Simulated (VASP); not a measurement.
# BN (Pm-3m) in VASP: further runs

Aim: see how the results for BN move with the level of theory and the settings. Levels: LDA, PBE, r2SCAN. Tasks: single point.

Everything below comes from runs of VASP 6.6.1. Logs are shortened: lines on timing, memory, paths and dates and some standing lists are left out, and cuts for length are marked.

**1. The cell of the first run**

It takes space group Pm-3m (No. 221, cubic). Conventional cell: a = 2.315 Å, b = 2.315 Å, c = 2.315 Å, α = 90.00°, β = 90.00°, γ = 90.00°. Within 2.7 Å of B (site symmetry m-3m) lie 8 N at 2.00 Å and 6 B at 2.31 Å. N (site symmetry m-3m) has 8 B at 2.00 Å and 6 N at 2.31 Å within 2.7 Å.

**2. Single point, LDA**

Contents of INCAR:

```
PREC     = Accurate       # precision mode
ENCUT    = 600            # plane-wave cutoff, eV
EDIFF    = 1E-6           # SCF threshold, eV
ISMEAR   = -1             # smearing method
SIGMA    = 0.02           # smearing width, eV
LREAL    = False          # projectors in reciprocal space
LASPH    = True           # aspherical terms in the spheres
NELM     = 120            # most SCF steps
ALGO     = Normal         # electronic algorithm
ISIF     = 2              # what is computed and relaxed
LWAVE    = False          # write WAVECAR
LCHARG   = False          # write CHGCAR
GGA      = CA             # functional
NBANDS   = 11             # bands
GGA_COMPAT= False
```

Contents of KPOINTS:

```
Automatic mesh
0
Gamma
  6 6 6
```

Contents of POSCAR:

```
BN
1.0
    2.3148041859      0.0000000000      0.0000000000
    0.0000000000      2.3148041859      0.0000000000
    0.0000000000      0.0000000000      2.3148041859
B N
1 1
Direct
    0.0000000000      0.0000000000      0.0000000000
    0.5000000000      0.5000000000      0.5000000000
```

Potentials or basis: VASP PAW LDA potentials, release 64 (B, N).

Launch:

```bash
$ cat potpaw_LDA.64/B/POTCAR potpaw_LDA.64/N/POTCAR > POTCAR
$ mpirun -np 1 vasp_std > vasp.out
```

OUTCAR:

```text
PREC = Accurate
   ENCUT = 600
   EDIFF = 1E-6
   ISMEAR = -1
   LREAL = False
   LASPH = True
   NELM = 120
   ISIF = 2
   GGA = CA

 ion  position               nearest neighbor table
   1  0.000  0.000  0.000-
   2  0.500  0.500  0.500-

  LATTYP: Found a simple cubic cell.
 ALAT       =     2.3148041859

  Lattice vectors:

 A1 = (   2.3148041859,   0.0000000000,   0.0000000000)
 A2 = (   0.0000000000,   2.3148041859,   0.0000000000)
 A3 = (   0.0000000000,   0.0000000000,   2.3148041859)

Analysis of symmetry for initial positions (statically):
=====================================================================
 Subroutine PRICEL returns:
 Original cell was already a primitive cell.

 Routine SETGRP: Setting up the symmetry group for a
 simple cubic supercell.

 Subroutine GETGRP returns: Found 48 space group operations
 (whereof 48 operations were pure point group operations)
 out of a pool of 48 trial point group operations.

The static configuration has the point symmetry O_h .

Analysis of symmetry for dynamics (positions and initial velocities):
=====================================================================
 Subroutine PRICEL returns:
 Original cell was already a primitive cell.

 Routine SETGRP: Setting up the symmetry group for a
 simple cubic supercell.

 Subroutine GETGRP returns: Found 48 space group operations
 (whereof 48 operations were pure point group operations)
 out of a pool of 48 trial point group operations.

The dynamic configuration has the point symmetry O_h .

 Subroutine INISYM returns: Found 48 space group operations
 (whereof 48 operations are pure point group operations),
 and found     1 'primitive' translations

----------------------------------------------------------------------------------------

                                     Primitive cell

  volume of cell :      12.4035

  direct lattice vectors                    reciprocal lattice vectors
     2.314804186  0.000000000  0.000000000     0.432001984  0.000000000  0.000000000
     0.000000000  2.314804186  0.000000000     0.000000000  0.432001984  0.000000000
     0.000000000  0.000000000  2.314804186     0.000000000  0.000000000  0.432001984

  length of vectors
     2.314804186  2.314804186  2.314804186     0.432001984  0.432001984  0.432001984

  position of ions in fractional coordinates (direct lattice)
     0.000000000  0.000000000  0.000000000
     0.500000000  0.500000000  0.500000000

  ion indices of the primitive-cell ions
   primitive index   ion index
                 1           1
                 2           2

----------------------------------------------------------------------------------------

 KPOINTS: Automatic mesh

Automatic generation of k-mesh.
 Grid dimensions read from file:
 generate k-points for:    6    6    6

 Generating k-lattice:

  Cartesian coordinates                     Fractional coordinates (reciprocal lattice)
     0.072000331  0.000000000  0.000000000     0.166666667  0.000000000  0.000000000
     0.000000000  0.072000331  0.000000000     0.000000000  0.166666667  0.000000000
     0.000000000  0.000000000  0.072000331     0.000000000  0.000000000  0.166666667

  Length of vectors
     0.072000331  0.072000331  0.072000331

  Shift w.r.t. Gamma in fractional coordinates (k-lattice)
     0.000000000  0.000000000  0.000000000

 Subroutine IBZKPT returns following result:
 ===========================================

 Found     20 irreducible k-points:

 Following reciprocal coordinates:
            Coordinates               Weight
  0.000000  0.000000  0.000000      1.000000
  0.166667  0.000000  0.000000      6.000000
  0.333333  0.000000  0.000000      6.000000
  0.500000  0.000000  0.000000      3.000000
  0.166667  0.166667  0.000000     12.000000
  0.333333  0.166667  0.000000     24.000000
[... 12 lines left out ...]
  0.500000  0.500000  0.333333      6.000000
  0.500000  0.500000  0.500000      1.000000
   k-points           NKPTS =     20   k-points in BZ     NKDIM =     20   number of bands    NBANDS=     11
   number of dos      NEDOS =    301   number of ions     NIONS =      2
   total plane-waves  NPLWV =   5832
   dimension x,y,z NGX =    18 NGY =   18 NGZ =   18
   dimension x,y,z NGXF=    36 NGYF=   36 NGZF=   36
   ions per type =               1   1
   NGX,Y,Z   is equivalent  to a cutoff of  12.93, 12.93, 12.93 a.u.
   NGXF,Y,Z  is equivalent  to a cutoff of  25.85, 25.85, 25.85 a.u.
 SYSTEM =  unknown system
   PREC   = accura    normal or accurate (medium, high low for compatibility)
   ISTART =      0    job   : 0-new  1-cont  2-samecut
   ICHARG =      2    charge: 1-file 2-atom 10-const
   ISPIN  =      1    spin polarized calculation?
   LNONCOLLINEAR =      F non collinear calculations
   LSORBIT =      F    spin-orbit coupling
   LASPH  =      T    aspherical Exc in radial PAW
   ENCUT  =  600.0 eV  44.10 Ry    6.64 a.u.   4.62  4.62  4.62*2*pi/ulx,y,z
   NELM   =    120;   NELMIN=  2; NELMDL= -5     # of ELM steps
   EDIFF  = 0.1E-05   stopping-criterion for ELM
   LREAL  =      F    real-space projection
   EDIFFG = 0.1E-04   stopping-criterion for IOM
   NSW    =      0    number of steps for IOM
   IBRION =     -1    ionic relax: 0-MD 1-quasi-New 2-CG
   NFREE  =      0    steps in history (QN), initial steepest desc. (CG)
   ISIF   =      2    stress and relaxation
   ISYM   =      2    0-nonsym 1-usesym 2-fastsym
   POTIM  = 0.5000    time-step for ionic-motion
   TEBEG  =    0.0;   TEEND  =   0.0 temperature during run
   PSTRESS=    0.0 pullay stress
   NELECT =       8.0000    total number of electrons
   NUPDOWN=      -1.0000    fix difference up-down
   EMIN   =  10.00;   EMAX   =-10.00  energy-range for DOS
   EFERMI =   0.00;   METHOD = LEGACY
   ISMEAR =    -1;   SIGMA  =   0.02  broadening in eV -4-tet -1-fermi 0-gaus
   EFERMI_NEDOS =   21; number of points for ismear=-14 and -15
   IALGO  =     38    algorithm
   IMIX   =      4    mixing-type and parameters
     AMIX     =   0.40;   BMIX     =  1.00
     AMIX_MAG =   1.60;   BMIX_MAG =  1.00
  volume/ion in A,a.u.               =       6.20        41.85
  Fermi-wavevector in a.u.,A,eV,Ry     =   1.414460  2.672941 27.221124  2.000696
  Thomas-Fermi vector in A             =   2.536000
   LORBIT       =      0    0 simple, 1 ext, 2 COOP (PROOUT), +10 PAW based schemes
   GGA     = CA    functional components
   LHFCALC =     F    Hartree Fock is set to
   AEXX    =    0.0000 exact exchange contribution
   IVDW    =     0    specifies the selected vdW correction
   LEPSILON=     F    determine dielectric tensor
   LRPA    =     F    only Hartree local field effects (RPA)
 non-spin polarized calculation
  energy-cutoff  :      600.00
  volume of cell :       12.40
 maximum number of plane-waves:       437
   NGX =  9   NGY =  9   NGZ =  9

 number of electron       7.9999998 magnetization

 Free energy of the ion-electron system (eV)
  ---------------------------------------------------
  ext. energy  EPLUGINS =         0.00000000
  ---------------------------------------------------
  free energy    TOTEN  =       -11.88472650 eV

  energy without entropy =      -11.88032804  energy(sigma->0) =      -11.88252727

 E-fermi :   9.0224     XC(G=0): -13.3376

 val. band max:        9.0058809548   @ k =   0.5000   0.3333   0.3333
 cond. band min:       9.0394326663   @ k =   0.3333   0.1667   0.0000
 fundamental gap:      0.0335517115
 Fermi energy:         9.0223558566

 k-point     1 :       0.0000    0.0000    0.0000
  band No.  band energies     occupation
      1     -11.9399      2.00000
      2       6.9474      2.00000
      3       6.9474      2.00000
      4       6.9474      2.00000
      5      10.9661      0.00000
      6      20.0195      0.00000
      7      20.0195      0.00000
      8      20.0195      0.00000
      9      21.2334      0.00000
     10      21.2334      0.00000
     11      44.0877      0.00000

 k-point     2 :       0.1667    0.0000    0.0000
  band No.  band energies     occupation
      1     -11.3517      2.00000
      2       3.7026      2.00000
      3       7.4363      2.00000
      4       7.4363      2.00000
      5      12.0497      0.00000
      6      18.6192      0.00000
      7      19.1949      0.00000
      8      19.1949      0.00000
      9      22.0094      0.00000
     10      25.5916      0.00000
     11      40.6181      0.00000

 k-point     3 :       0.3333    0.0000    0.0000
  band No.  band energies     occupation
      1      -9.7034      2.00000
      2      -0.9514      2.00000
      3       8.6835      2.00000
      4       8.6835      2.00000
      5      12.9867      0.00000
      6      17.1708      0.00000
      7      17.2133      0.00000
      8      17.2133      0.00000
      9      24.3346      0.00000
     10      33.4652      0.00000
     11      33.6648      0.00000

 k-point     4 :       0.5000    0.0000    0.0000
  band No.  band energies     occupation
      1      -8.1828      2.00000
      2      -3.5766      2.00000
      3       9.5768      0.00000
      4       9.5768      0.00000
      5      13.4569      0.00000
      6      15.9336      0.00000
      7      15.9336      0.00000
      8      16.4085      0.00000
      9      27.9157      0.00000
     10      28.5367      0.00000
     11      40.7111      0.00000

 k-point     5 :       0.1667    0.1667    0.0000
  band No.  band energies     occupation
      1     -10.7634      2.00000
      2       4.1670      2.00000
      3       4.2604      2.00000
      4       7.8953      2.00000
      5      13.3657      0.00000
      6      16.8540      0.00000
      7      18.6971      0.00000
      8      18.8037      0.00000
      9      24.6652      0.00000
     10      27.4969      0.00000
     11      37.1134      0.00000
[... 155 lines left out ...]
 k-point    17 :       0.3333    0.3333    0.3333
  band No.  band energies     occupation
      1      -5.2908      2.00000
      2       2.5975      2.00000
      3       3.3573      2.00000
      4       3.3573      2.00000
      5      11.5267      0.00000
      6      11.7650      0.00000
      7      11.7650      0.00000
      8      16.6750      0.00000
      9      34.4482      0.00000
     10      34.9397      0.00000
     11      34.9397      0.00000

 k-point    18 :       0.5000    0.3333    0.3333
  band No.  band energies     occupation
      1      -3.8517      2.00000
      2       0.6809      2.00000
      3       3.7092      2.00000
      4       5.1825      2.00000
      5       9.0059      1.39006
      6      10.0196      0.00000
      7      12.6891      0.00000
      8      15.5144      0.00000
      9      34.2765      0.00000
     10      35.2927      0.00000
     11      35.8357      0.00000

 k-point    19 :       0.5000    0.5000    0.3333
  band No.  band energies     occupation
      1      -2.5542      2.00000
      2       2.1651      2.00000
      3       2.1651      2.00000
      4       5.8670      2.00000
      5       6.9487      2.00000
      6      10.6537      0.00000
      7      10.6537      0.00000
      8      13.8715      0.00000
      9      35.1822      0.00000
     10      36.2115      0.00000
     11      36.2115      0.00000

 k-point    20 :       0.5000    0.5000    0.5000
  band No.  band energies     occupation
      1      -1.5878      2.00000
      2       4.1322      2.00000
      3       4.1322      2.00000
      4       4.1322      2.00000
      5       7.6667      2.00000
      6       7.6667      2.00000
      7       7.6667      2.00000
      8      12.4435      0.00000
      9      37.0693      0.00000
     10      37.0693      0.00000
     11      37.0693      0.00000

------------------------ aborting loop because EDIFF is reached ----------------------------------------

  FORCE on cell =-STRESS in cart. coord.  units (eV):
  Direction    XX          YY          ZZ          XY          YZ          ZX
  --------------------------------------------------------------------------------------
  -------------------------------------------------------------------------------------
  Total       -0.9019667     -0.9019667     -0.9019667      0.0000000      0.0000000      0.0000000
  in kB     -116.5086828   -116.5086828   -116.5086828      0.0000000      0.0000000      0.0000000
  external PRESSURE =    -116.5086828 kB  Pullay stress =       0.0000000 kB

 VOLUME and BASIS-vectors are now :
 -----------------------------------------------------------------------------
  energy-cutoff  :      600.00
  volume of cell :       12.40
      direct lattice vectors                 reciprocal lattice vectors
     2.314804186  0.000000000  0.000000000     0.432001984  0.000000000  0.000000000
     0.000000000  2.314804186  0.000000000     0.000000000  0.432001984  0.000000000
     0.000000000  0.000000000  2.314804186     0.000000000  0.000000000  0.432001984

 POSITION                                       TOTAL-FORCE (eV/Angst)
 -----------------------------------------------------------------------------------
      0.00000      0.00000      0.00000         0.000000      0.000000      0.000000
      1.15740      1.15740      1.15740         0.000000      0.000000      0.000000
 -----------------------------------------------------------------------------------
    total drift:                                0.000000     -0.000000      0.000000

  FREE ENERGIE OF THE ION-ELECTRON SYSTEM (eV)
  ---------------------------------------------------
  free  energy   TOTEN  =       -11.8847265034 eV

  energy  without entropy=      -11.8803280360  energy(sigma->0) =      -11.88252727
```

Wall time 2.7 s (1 thread of AMD EPYC 7R43 (Zen 3), shared host); peak memory 0.08 GiB.

Results:

* Free energy: -11.8847 eV
* Pressure: -11.7 GPa
* Band gap on the k mesh: zero (band 4 reaches 9.86 eV, above the bottom of band 5 at 6.95 eV)

Caveat: the k points lie up to 0.45 Å⁻¹ apart.

**3. Single point, PBE**

Contents of INCAR:

```
SYSTEM = BN
  PREC = Accurate
  ENCUT = 600
  EDIFF = 1E-6
  ISMEAR = -1
  SIGMA = 0.02
  LREAL = .FALSE.
  LASPH = .TRUE.
  NELM = 120
  ALGO = Normal
  ISIF = 2
  LWAVE = .FALSE.
  LCHARG = .FALSE.
  GGA = PE
  NBANDS = 11
  GGA_COMPAT = .FALSE.
```

Contents of KPOINTS:

```
regular mesh
0
G
  6 6 6
  0 0 0
```

POSCAR is that of step 2.

Potentials or basis: VASP PAW PBE potentials, release 64 (B, N).

Launch:

```bash
$ cat potpaw_PBE.64/B/POTCAR potpaw_PBE.64/N/POTCAR > POTCAR
$ mpirun -np 1 vasp_std > vasp.out
```

Wall time 3 s (1 thread of AMD EPYC 7R43 (Zen 3), shared host); peak memory 0.08 GiB.

It converged, with:

```
Free energy            : -10.0548 eV
Pressure               : 0.0 GPa
Band gap on the k mesh : zero (band 4 reaches 9.89 eV, above the bottom of band 5 at 6.92 eV)
```

Levels at points of the mesh, in eV from the Fermi level:
| k point | band 2 | band 3 | band 4 | band 5 | band 6 | band 7 |
| --- | --- | --- | --- | --- | --- | --- |
| (0.00, 0.00, 0.00) | -2.08 | -2.08 | -2.08 | 1.63 | 11.13 | 11.13 |
| (0.50, 0.00, 0.00) | -12.68 | 0.55 | 0.55 | 4.32 | 7.01 | 7.01 |
| (0.50, 0.50, 0.00) | -9.44 | -9.44 | -3.51 | 1.61 | 8.54 | 8.54 |
| (0.50, 0.50, 0.50) | -4.89 | -4.89 | -4.89 | -1.35 | -1.35 | -1.35 |

Caveat: the k points lie up to 0.45 Å⁻¹ apart.

**4. Single point, PBE**

Contents of INCAR:

```
SYSTEM = BN
ALGO = Normal ; EDIFF = 1E-6
ENCUT = 600 ; GGA = PE
GGA_COMPAT = .False. ; ISIF = 2
ISMEAR = -1 ; LASPH = .True.
LCHARG = .False. ; LREAL = .False.
LWAVE = .False. ; NBANDS = 11
NELM = 120 ; PREC = Accurate
SIGMA = 0.02
```

Contents of KPOINTS:

```
k-points
0
Gamma
  8 8 8
  0 0 0
```

POSCAR is that of step 3.

Launch:

```bash
$ cat potpaw_PBE.64/B/POTCAR potpaw_PBE.64/N/POTCAR > POTCAR
$ mpirun -np 1 vasp_std > vasp.out
```

It took 3.5 s on 1 thread of AMD EPYC 7R43 (Zen 3), shared host; peak memory 0.08 GiB.

It converged, with:

- Free energy: -10.0360 eV
- Pressure: 1.3 GPa
- Band gap on the k mesh: zero (band 4 reaches 9.94 eV, above the bottom of band 5 at 7.18 eV)

Levels at points of the mesh, in eV from the Fermi level:
| k point | band 1 | band 2 | band 3 | band 4 | band 5 | band 6 | band 7 | band 8 |
| --- | --- | --- | --- | --- | --- | --- | --- | --- |
| (0.00, 0.00, 0.00) | -21.32 | -2.23 | -2.23 | -2.23 | 1.45 | 10.93 | 10.93 | 10.93 |
| (0.50, 0.00, 0.00) | -17.57 | -12.87 | 0.42 | 0.42 | 4.13 | 6.78 | 6.78 | 7.18 |
| (0.50, 0.50, 0.00) | -13.74 | -9.61 | -9.61 | -3.73 | 1.49 | 8.37 | 8.37 | 8.90 |
| (0.50, 0.50, 0.50) | -11.10 | -5.04 | -5.04 | -5.04 | -1.57 | -1.57 | -1.57 | 3.03 |

**5. Single point, r2SCAN**

POSCAR is that of step 4.

Contents of INCAR.step1:

```
SYSTEM = BN
  ALGO = Normal
  EDIFF = 1E-5
  ENCUT = 660
  GGA = PE
  GGA_COMPAT = .FALSE.
  ISMEAR = -1
  LASPH = .TRUE.
  LCHARG = .FALSE.
  LREAL = .FALSE.
  LWAVE = .TRUE.
  NBANDS = 11
  NELM = 120
  PREC = Accurate
  SIGMA = 0.02
```

Contents of INCAR.step2:

```
SYSTEM = BN
  ALGO = Normal
  EDIFF = 1E-6
  ENCUT = 660
  GGA_COMPAT = .FALSE.
  ISIF = 2
  ISMEAR = -1
  ISTART = 1
  LASPH = .TRUE.
  LCHARG = .FALSE.
  LMIXTAU = .TRUE.
  LREAL = .FALSE.
  LWAVE = .FALSE.
  METAGGA = R2SCAN
  NBANDS = 11
  NELM = 120
  PREC = Accurate
  SIGMA = 0.02
```

Contents of KPOINTS:

```
k-points
0
G
  8 8 8
  0 0 0
```

Launch:

```bash
$ cat potpaw_PBE.64/B/POTCAR potpaw_PBE.64/N/POTCAR > POTCAR
$ cp INCAR.step1 INCAR
$ mpirun -np 1 vasp_std > vasp.out
$ cp INCAR.step2 INCAR
$ mpirun -np 1 vasp_std > vasp.out
```

Wall time 17 s (1 thread of AMD EPYC 7R43 (Zen 3), shared host); peak memory 0.09 GiB.

It converged, with:

| Quantity | Value |
| --- | --- |
| Free energy | -11.1360 eV |
| Pressure | -0.8 GPa |
| Band gap on the k mesh | zero (band 4 reaches 10.08 eV, above the bottom of band 5 at 7.17 eV) |

Levels at points of the mesh, in eV from the Fermi level:
```
           k point  band 2  band 3  band 4  band 5  band 6  band 7
(0.00, 0.00, 0.00)   -2.34   -2.34   -2.34    1.51   12.03   12.03
(0.50, 0.00, 0.00)  -13.57    0.42    0.42    4.55    7.53    7.53
(0.50, 0.50, 0.00)  -10.06  -10.06   -3.93    1.58    9.18    9.18
(0.50, 0.50, 0.50)   -5.26   -5.26   -5.26   -1.48   -1.48   -1.48
```

Caveat: the PAW data sets were made with another functional, which shifts forces and pressure a little.

**6. Summary**

| level | potentials or basis | k mesh | cutoff (eV) | gap on the mesh (eV) | pressure (GPa) |
| --- | --- | --- | --- | --- | --- |
| LDA | VASP PAW LDA potentials, release 64 (B, N) | 6 × 6 × 6 | 600 | none | -11.7 |
| PBE | VASP PAW PBE potentials, release 64 (B, N) | 6 × 6 × 6 | 600 | none | 0.0 |
| PBE | VASP PAW PBE potentials, release 64 (B, N) | 8 × 8 × 8 | 600 | none | 1.3 |
| r2SCAN | VASP PAW PBE potentials, release 64 (B, N) | 8 × 8 × 8 | 660 | none | -0.8 |

Alike in all rows: task single point; no spin polarisation; cell as given; smearing fermi-dirac 0.02 eV.

Caveats: some runs use coarse meshes; the PAW data sets were made with another functional, which shifts forces and pressure a little (some runs).

Total energies depend on the potentials used, so only differences within one code and one set of settings carry meaning.
